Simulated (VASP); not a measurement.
# KBF3 (P3m1) in VASP: a series of runs

KBF3 is run at these levels: PBE+D3(BJ); tasks: single point.

Everything below comes from runs of VASP 6.6.1. Logs are shortened: lines on timing, memory, paths and dates and some standing lists are left out, and cuts for length are marked.

**1. The cell of the first run**

Symmetry: P3m1, No. 156, trigonal system. Conventional cell: a = 2.977 Å, b = 2.977 Å, c = 8.402 Å, α = 90.00°, β = 90.00°, γ = 120.00°. Within 3.9 Å of K (site symmetry 3m) lie 7 F at 2.96 to 3.59 Å and 6 K at 2.98 Å and 3 B at 3.46 Å. B (site symmetry 3m) has 6 F at 1.82 Å within 2.4 Å. Within 4.0 Å of F (site symmetry 3m) lie 12 F at 2.96 to 3.98 Å and 3 K at 2.96 Å and 1 B at 3.00 Å. Within 2.4 Å of F (site symmetry 3m) lie 3 B at 1.82 Å and 3 F at 2.08 Å. Within 2.4 Å of F (site symmetry 3m) lie 3 B at 1.82 Å and 3 F at 2.08 Å.

**2. Single point, PBE+D3(BJ)**

INCAR

```
  ALGO = Normal
  EDIFF = 1E-6
  ENCUT = 520
  GGA = PE
  ISIF = 2
  ISMEAR = 0
  IVDW = 12
  LASPH = T
  LCHARG = F
  LREAL = F
  LWAVE = F
  NBANDS = 24
  NELM = 100
  PREC = Accurate
  SIGMA = 0.1
```

KPOINTS

```
k-points
0
Gamma
  6 6 2
```

POSCAR

```
KBF3
1.0
    2.9767170300      0.0000000000      0.0000000000
   -1.4883585200      2.5779125700      0.0000000000
    0.0000000000      0.0000000000      8.4015990600
K B F
1 1 3
Direct
    0.3333333300      0.6666666700      0.7133229800
    0.0000000000      0.0000000000      0.3565025800
    0.0000000000      0.0000000000      0.0000000000
    0.3333333300      0.6666666700      0.2863591900
    0.6666666700      0.3333333300      0.4266459700
```

Potentials or basis: VASP PAW PBE potentials, release 64 (K_sv, B, F).

Command:

```
$ cat potpaw_PBE.64/K_sv/POTCAR potpaw_PBE.64/B/POTCAR potpaw_PBE.64/F/POTCAR > POTCAR
$ mpirun -np 1 vasp_std > vasp.out
```

OUTCAR:

```text
EDIFF = 1E-6
   ENCUT = 520
   GGA = PE
   ISIF = 2
   ISMEAR = 0
   IVDW = 12
   LASPH = T
   LREAL = F
   NELM = 100
   PREC = Accurate
 IVDW          = 12

 ion  position               nearest neighbor table
   1  0.333  0.667  0.713-
   2  0.000  0.000  0.357-   4 1.82   5 1.82   4 1.82   5 1.82   4 1.82   5 1.82
   3  0.000  0.000  0.000-
   4  0.333  0.667  0.286-   2 1.82   2 1.82   2 1.82
   5  0.667  0.333  0.427-   2 1.82   2 1.82   2 1.82

  LATTYP: Found a hexagonal cell.
 ALAT       =     2.9767170300
 C/A-ratio  =     2.8224379326

  Lattice vectors:

 A1 = (   2.9767170300,   0.0000000000,   0.0000000000)
 A2 = (  -1.4883585200,   2.5779125700,   0.0000000000)
 A3 = (   0.0000000000,   0.0000000000,   8.4015990600)

Analysis of symmetry for initial positions (statically):
=====================================================================
 Subroutine PRICEL returns:
 Original cell was already a primitive cell.

 Routine SETGRP: Setting up the symmetry group for a
 hexagonal supercell.

 Subroutine GETGRP returns: Found  6 space group operations
 (whereof  6 operations were pure point group operations)
 out of a pool of 24 trial point group operations.

The static configuration has the point symmetry C_3v.

Analysis of symmetry for dynamics (positions and initial velocities):
=====================================================================
 Subroutine PRICEL returns:
 Original cell was already a primitive cell.

 Routine SETGRP: Setting up the symmetry group for a
 hexagonal supercell.

 Subroutine GETGRP returns: Found  6 space group operations
 (whereof  6 operations were pure point group operations)
 out of a pool of 24 trial point group operations.

The dynamic configuration has the point symmetry C_3v.

 Subroutine INISYM returns: Found  6 space group operations
 (whereof  6 operations are pure point group operations),
 and found     1 'primitive' translations

----------------------------------------------------------------------------------------

                                     Primitive cell

  volume of cell :      64.4715

  direct lattice vectors                    reciprocal lattice vectors
     2.976717030  0.000000000  0.000000000     0.335940565  0.193955376  0.000000000
    -1.488358520  2.577912570  0.000000000     0.000000000  0.387910751  0.000000000
     0.000000000  0.000000000  8.401599060     0.000000000  0.000000000  0.119024961

  length of vectors
     2.976717030  2.976717034  8.401599060     0.387910751  0.387910751  0.119024961

  position of ions in fractional coordinates (direct lattice)
     0.333333330  0.666666670  0.713322980
     0.000000000  0.000000000  0.356502580
     0.000000000  0.000000000  0.000000000
     0.333333330  0.666666670  0.286359190
     0.666666670  0.333333330  0.426645970

  ion indices of the primitive-cell ions
   primitive index   ion index
                 1           1
                 2           2
                 3           3
                 4           4
                 5           5

----------------------------------------------------------------------------------------

 KPOINTS: k-points

Automatic generation of k-mesh.
 Grid dimensions read from file:
 generate k-points for:    6    6    2

 Generating k-lattice:

  Cartesian coordinates                     Fractional coordinates (reciprocal lattice)
     0.055990094  0.032325896  0.000000000     0.166666667  0.000000000  0.000000000
     0.000000000  0.064651792  0.000000000     0.000000000  0.166666667  0.000000000
     0.000000000  0.000000000  0.059512480     0.000000000  0.000000000  0.500000000

  Length of vectors
     0.064651792  0.064651792  0.059512480

  Shift w.r.t. Gamma in fractional coordinates (k-lattice)
     0.000000000  0.000000000  0.000000000

 Subroutine IBZKPT returns following result:
 ===========================================

 Found     14 irreducible k-points:

 Following reciprocal coordinates:
            Coordinates               Weight
  0.000000  0.000000  0.000000      1.000000
  0.166667  0.000000  0.000000      6.000000
  0.333333  0.000000  0.000000      6.000000
  0.500000 -0.000000  0.000000      3.000000
  0.166667  0.166667  0.000000      6.000000
  0.333333  0.166667  0.000000     12.000000
  0.333333  0.333333  0.000000      2.000000
  0.000000  0.000000  0.500000      1.000000
  0.166667  0.000000  0.500000      6.000000
  0.333333  0.000000  0.500000      6.000000
  0.500000 -0.000000  0.500000      3.000000
  0.166667  0.166667  0.500000      6.000000
  0.333333  0.166667  0.500000     12.000000
  0.333333  0.333333  0.500000      2.000000
   k-points           NKPTS =     14   k-points in BZ     NKDIM =     14   number of bands    NBANDS=     24
   number of dos      NEDOS =    301   number of ions     NIONS =      5
   total plane-waves  NPLWV =  36864
   dimension x,y,z NGX =    24 NGY =   24 NGZ =   64
   dimension x,y,z NGXF=    48 NGYF=   48 NGZF=  128
   ions per type =               1   1   3
   NGX,Y,Z   is equivalent  to a cutoff of  13.40, 13.40, 12.66 a.u.
   NGXF,Y,Z  is equivalent  to a cutoff of  26.81, 26.81, 25.33 a.u.
 SYSTEM =  unknown system
   PREC   = accura    normal or accurate (medium, high low for compatibility)
   ISTART =      0    job   : 0-new  1-cont  2-samecut
   ICHARG =      2    charge: 1-file 2-atom 10-const
   ISPIN  =      1    spin polarized calculation?
   LNONCOLLINEAR =      F non collinear calculations
   LSORBIT =      F    spin-orbit coupling
   LASPH  =      T    aspherical Exc in radial PAW
   ENCUT  =  520.0 eV  38.22 Ry    6.18 a.u.   5.53  5.53 15.62*2*pi/ulx,y,z
   NELM   =    100;   NELMIN=  2; NELMDL= -5     # of ELM steps
   EDIFF  = 0.1E-05   stopping-criterion for ELM
   LREAL  =      F    real-space projection
   EDIFFG = 0.1E-04   stopping-criterion for IOM
   NSW    =      0    number of steps for IOM
   IBRION =     -1    ionic relax: 0-MD 1-quasi-New 2-CG
   NFREE  =      0    steps in history (QN), initial steepest desc. (CG)
   ISIF   =      2    stress and relaxation
   ISYM   =      2    0-nonsym 1-usesym 2-fastsym
   POTIM  = 0.5000    time-step for ionic-motion
   TEBEG  =    0.0;   TEEND  =   0.0 temperature during run
   PSTRESS=    0.0 pullay stress
   NELECT =      33.0000    total number of electrons
   NUPDOWN=      -1.0000    fix difference up-down
   EMIN   =  10.00;   EMAX   =-10.00  energy-range for DOS
   EFERMI =   0.00;   METHOD = LEGACY
   ISMEAR =     0;   SIGMA  =   0.10  broadening in eV -4-tet -1-fermi 0-gaus
   EFERMI_NEDOS =   21; number of points for ismear=-14 and -15
   IALGO  =     38    algorithm
   IMIX   =      4    mixing-type and parameters
     AMIX     =   0.40;   BMIX     =  1.00
     AMIX_MAG =   1.60;   BMIX_MAG =  1.00
  volume/ion in A,a.u.               =      12.89        87.02
  Fermi-wavevector in a.u.,A,eV,Ry     =   1.309555  2.474699 23.333080  1.714933
  Thomas-Fermi vector in A             =   2.440145
   LORBIT       =      0    0 simple, 1 ext, 2 COOP (PROOUT), +10 PAW based schemes
   GGA     = PE    functional components
   LHFCALC =     F    Hartree Fock is set to
   AEXX    =    0.0000 exact exchange contribution
   IVDW    =    12    specifies the selected vdW correction
   LEPSILON=     F    determine dielectric tensor
   LRPA    =     F    only Hartree local field effects (RPA)
 non-spin polarized calculation
 Gauss-broadening in eV      SIGMA  =   0.10
  energy-cutoff  :      520.00
  volume of cell :       64.47
 maximum number of plane-waves:      1783
 NGX is ok and might be reduce to    24
   NGX = 11   NGY = 11   NGZ = 31

 number of electron      33.0000018 magnetization

 Free energy of the ion-electron system (eV)
  ---------------------------------------------------
  ext. energy  EPLUGINS =         0.00000000
  ---------------------------------------------------
  free energy    TOTEN  =       -14.67627706 eV

  energy without entropy =      -14.66474804  energy(sigma->0) =      -14.67051255

 E-fermi :   2.6778     XC(G=0):  -9.4911

 val. band max:        2.6128890515   @ k =   0.0000   0.0000   0.5000
 cond. band min:       2.6790215485   @ k =   0.0000   0.0000   0.5000
 fundamental gap:      0.0661324970
 Fermi energy:         2.6778234371

 k-point     1 :       0.0000    0.0000    0.0000
  band No.  band energies     occupation
      1     -30.8385      2.00000
      2     -26.6106      2.00000
      3     -23.3740      2.00000
      4     -16.9630      2.00000
      5     -13.8647      2.00000
      6     -13.1349      2.00000
[... 16 lines left out ...]
     23       7.4500      0.00000
     24       7.9302      0.00000

 k-point     2 :       0.1667    0.0000    0.0000
  band No.  band energies     occupation
      1     -30.7185      2.00000
      2     -26.3881      2.00000
      3     -23.4698      2.00000
      4     -16.8942      2.00000
      5     -13.7909      2.00000
      6     -13.7267      2.00000
[... 16 lines left out ...]
     23       8.0965      0.00000
     24       8.3906      0.00000

 k-point     3 :       0.3333    0.0000    0.0000
  band No.  band energies     occupation
      1     -30.4659      2.00000
      2     -25.8253      2.00000
      3     -23.7867      2.00000
      4     -16.7562      2.00000
      5     -14.8641      2.00000
      6     -13.5546      2.00000
[... 16 lines left out ...]
     23       8.0735      0.00000
     24       8.9651      0.00000

 k-point     4 :       0.5000   -0.0000    0.0000
  band No.  band energies     occupation
      1     -30.3326      2.00000
      2     -25.4046      2.00000
      3     -24.0887      2.00000
      4     -16.6893      2.00000
      5     -15.3715      2.00000
      6     -13.6261      2.00000
[... 16 lines left out ...]
     23       8.9790      0.00000
     24       9.7761      0.00000

 k-point     5 :       0.1667    0.1667    0.0000
  band No.  band energies     occupation
      1     -30.5310      2.00000
      2     -25.9888      2.00000
      3     -23.6828      2.00000
      4     -16.7903      2.00000
      5     -14.4881      2.00000
      6     -13.6078      2.00000
[... 16 lines left out ...]
     23       7.5687      0.00000
     24       8.8571      0.00000

 k-point     6 :       0.3333    0.1667    0.0000
  band No.  band energies     occupation
      1     -30.3338      2.00000
      2     -25.4136      2.00000
      3     -24.0760      2.00000
      4     -16.6866      2.00000
      5     -15.1079      2.00000
      6     -13.9716      2.00000
[... 16 lines left out ...]
     23       8.2098      0.00000
     24       8.7195      0.00000

 k-point     7 :       0.3333    0.3333    0.0000
  band No.  band energies     occupation
      1     -30.2669      2.00000
      2     -25.0958      2.00000
      3     -24.3314      2.00000
      4     -16.6501      2.00000
      5     -14.7398      2.00000
      6     -14.7318      2.00000
[... 16 lines left out ...]
     23       8.1014      0.00000
     24       8.2925      0.00000

 k-point     8 :       0.0000    0.0000    0.5000
  band No.  band energies     occupation
      1     -30.8385      2.00000
      2     -26.6103      2.00000
      3     -23.3736      2.00000
      4     -16.9632      2.00000
      5     -13.8645      2.00000
      6     -13.1349      2.00000
[... 16 lines left out ...]
     23       7.4505      0.00000
     24       8.0608      0.00000

 k-point     9 :       0.1667    0.0000    0.5000
  band No.  band energies     occupation
      1     -30.7185      2.00000
      2     -26.3880      2.00000
      3     -23.4694      2.00000
      4     -16.8940      2.00000
      5     -13.7910      2.00000
      6     -13.7270      2.00000
[... 16 lines left out ...]
     23       8.0523      0.00000
     24       8.3826      0.00000

 k-point    10 :       0.3333    0.0000    0.5000
  band No.  band energies     occupation
      1     -30.4659      2.00000
      2     -25.8252      2.00000
      3     -23.7867      2.00000
      4     -16.7561      2.00000
      5     -14.8639      2.00000
      6     -13.5551      2.00000
[... 16 lines left out ...]
     23       8.1083      0.00000
     24       9.0244      0.00000

 k-point    11 :       0.5000   -0.0000    0.5000
  band No.  band energies     occupation
      1     -30.3326      2.00000
      2     -25.4047      2.00000
      3     -24.0888      2.00000
      4     -16.6898      2.00000
      5     -15.3711      2.00000
      6     -13.6261      2.00000
[... 16 lines left out ...]
     23       9.1054      0.00000
     24       9.9341      0.00000

 k-point    12 :       0.1667    0.1667    0.5000
  band No.  band energies     occupation
      1     -30.5310      2.00000
      2     -25.9888      2.00000
      3     -23.6826      2.00000
      4     -16.7900      2.00000
      5     -14.4881      2.00000
      6     -13.6084      2.00000
[... 16 lines left out ...]
     23       7.5605      0.00000
     24       8.9140      0.00000

 k-point    13 :       0.3333    0.1667    0.5000
  band No.  band energies     occupation
      1     -30.3338      2.00000
      2     -25.4135      2.00000
      3     -24.0760      2.00000
      4     -16.6866      2.00000
      5     -15.1078      2.00000
      6     -13.9717      2.00000
[... 16 lines left out ...]
     23       8.2185      0.00000
     24       8.6934      0.00000

 k-point    14 :       0.3333    0.3333    0.5000
  band No.  band energies     occupation
      1     -30.2669      2.00000
      2     -25.0958      2.00000
      3     -24.3314      2.00000
      4     -16.6499      2.00000
      5     -14.7399      2.00000
      6     -14.7322      2.00000
[... 16 lines left out ...]
     23       8.1063      0.00000
     24       8.3019      0.00000

------------------------ aborting loop because EDIFF is reached ----------------------------------------

 Edisp (eV)   -0.55638

 E8    (eV) :    -0.2130

  FORCE on cell =-STRESS in cart. coord.  units (eV):
  Direction    XX          YY          ZZ          XY          YZ          ZX
  --------------------------------------------------------------------------------------
  -------------------------------------------------------------------------------------
  Total       9.10556     9.10556    -5.14579    -0.00000     0.00000    -0.00000
  in kB     226.28188   226.28188  -127.87765    -0.00000     0.00000    -0.00000
  external pressure =      108.23 kB  Pullay stress =        0.00 kB

 VOLUME and BASIS-vectors are now :
 -----------------------------------------------------------------------------
  energy-cutoff  :      520.00
  volume of cell :       64.47
      direct lattice vectors                 reciprocal lattice vectors
     2.976717030  0.000000000  0.000000000     0.335940565  0.193955376  0.000000000
    -1.488358520  2.577912570  0.000000000     0.000000000  0.387910751  0.000000000
     0.000000000  0.000000000  8.401599060     0.000000000  0.000000000  0.119024961

 POSITION                                       TOTAL-FORCE (eV/Angst)
 -----------------------------------------------------------------------------------
     -0.00000      1.71861      5.99305        -0.000000      0.000000      2.390184
      0.00000      0.00000      2.99519        -0.000000      0.000000     -0.893272
      0.00000      0.00000      0.00000        -0.000000     -0.000000     -1.817215
     -0.00000      1.71861      2.40588         0.000000      0.000000     -3.013477
      1.48836      0.85930      3.58451         0.000000      0.000000      3.333780
 -----------------------------------------------------------------------------------
    total drift:                                0.000009     -0.000005     -0.000413

  FREE ENERGIE OF THE ION-ELECTRON SYSTEM (eV)
  ---------------------------------------------------
  free  energy   TOTEN  =       -15.2326620364 eV

  energy  without entropy=      -15.2211330167  energy(sigma->0) =      -15.22689753
```

Run time: 54 s. Hardware: 1 thread of AMD EPYC 7R43 (Zen 3), shared host; peak memory 0.15 GiB.

Results:

```yaml
Free_energy: -15.2327 eV
Pressure: 10.8 GPa
Largest_force: 3.334 eV/Å
Band_gap_on_the_k_mesh: zero (an odd number of electrons rules out a gap without spin polarisation)
Dispersion_energy_per_atom: -0.111 eV
```

Forces on the atoms (eV/Å):
```
K    0.000  0.000  2.390
B    0.000  0.000 -0.893
F    0.000  0.000 -1.817
F    0.000  0.000 -3.013
F    0.000  0.000  3.334
```

Levels at points of the mesh, in eV from the Fermi level:
```tsv
k point	band 12	band 13	band 14	band 15	band 16	band 17	band 18	band 19	band 20	band 21
(0.00, 0.00, 0.00)	-8.34	-7.73	-2.96	-1.96	0.00	0.00	0.35	0.61	3.60	3.60
(0.50, 0.00, 0.00)	-7.07	-6.66	-1.67	-1.45	-0.31	0.07	0.94	1.15	3.43	4.67
(0.00, 0.00, 0.50)	-8.34	-7.71	-3.16	-1.60	-0.06	0.00	0.00	0.84	3.60	3.60
(0.50, 0.00, 0.50)	-7.07	-6.66	-1.68	-1.48	-0.31	0.08	0.88	1.37	3.24	4.65
```

Caveat: the k points lie up to 0.41 Å⁻¹ apart, too coarse for converged energies and pressures of a metal; an odd number of electrons without spin polarisation forces a metal; a magnetic or distorted state may lie lower.

(Part 1 of 2 ends here.)

The gap in the log of VASP goes by the Fermi energy; the results here count the filled bands.